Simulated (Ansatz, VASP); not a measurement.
## One calculation of InAs, two programs

The input INCAR:

```
SYSTEM = InAs
PREC = Accurate ; ENCUT = 520
EDIFF = 1E-7 ; ISMEAR = 0
SIGMA = 0.1 ; LREAL = .False.
LASPH = .True. ; NELM = 60
ALGO = Normal ; ISIF = 2
LWAVE = .False. ; LCHARG = .False.
NBANDS = 16
```

Contents of KPOINTS:

```
regular mesh
0
Gamma
  12 12 12
  0 0 0
```

File POSCAR:

```
InAs
1.0
    0.0000000000      3.0931634716      3.0931634716
    3.0931634716      0.0000000000      3.0931634716
    3.0931634716      3.0931634716      0.0000000000
In As
1 1
Direct
    0.0000000000      0.0000000000      0.0000000000
    0.2500000000      0.2500000000      0.2500000000
```

Input for Ansatz:

```yaml
crystal:
  lattice:
    - [0.0, 3.0931634693, 3.0931634693]
    - [3.0931634693, 0.0, 3.0931634693]
    - [3.0931634693, 3.0931634693, 0.0]
  atoms:
    - { symbol: In, position: [0.0, 0.0, 0.0] }
    - { symbol: As, position: [0.25, 0.25, 0.25] }
basis:
  ecutwfc: 420
kpoints:
  mp_grid: { grid: [12, 12, 12] }
  band_path:
    path:
      - [[0.0, 0.0, 0.0], [-0.5, -0.5, 0.0], [-0.375, -0.375, 0.25]]
      - [[-0.375, 0.0, 0.375], [0.0, 0.0, 0.0], [0.0, 0.0, 0.5], [-0.5, -0.25, 0.25], [-0.5, -0.5, 0.0]]
    npoints: 14
hamiltonian:
  xc: lda
scf:
  occupations: { method: gaussian, width: 0.1 }
  n_extra_bands: 6
output:
  forces: true
  stress: true
  eigenvalues: true
  populations: true
  dos: { projected: true, de: 0.02, nscf_kmesh: { grid: [18, 18, 18] } }
  bader: true
  write_density: true
  write_potential: true
  elf: true
  volumetric_format: npy
```

Alike in both runs: task single point; functional LDA; k mesh 12 × 12 × 12; occupations gaussian, width 0.1 eV; no spin polarisation.

```csv
,VASP,Ansatz
version,VASP 6.6.1,Ansatz 0.2.0
potentials or method,"VASP PAW LDA potentials, release 64 (In_d, As), cutoff 520 eV","scalar-relativistic, plane waves, PAW"
valence electrons in the cell,18,28
```

Ansatz gave:

* gap on the k mesh at the Fermi level (eV): none
* pressure (GPa): -3.9

**Question.** Estimate VASP's values.

**Answer.** gap on the k mesh at the Fermi level (eV): none; pressure (GPa): -3.8.

LDA's correlation is that of Perdew and Zunger in VASP and of Perdew and Wang (1992) in Ansatz. A gap of «none» marks a metal or a gap that the smearing closes. VASP's potentials hold 18 valence electrons a cell and Ansatz's 28, so a difference there can come from the potentials and not from the codes.
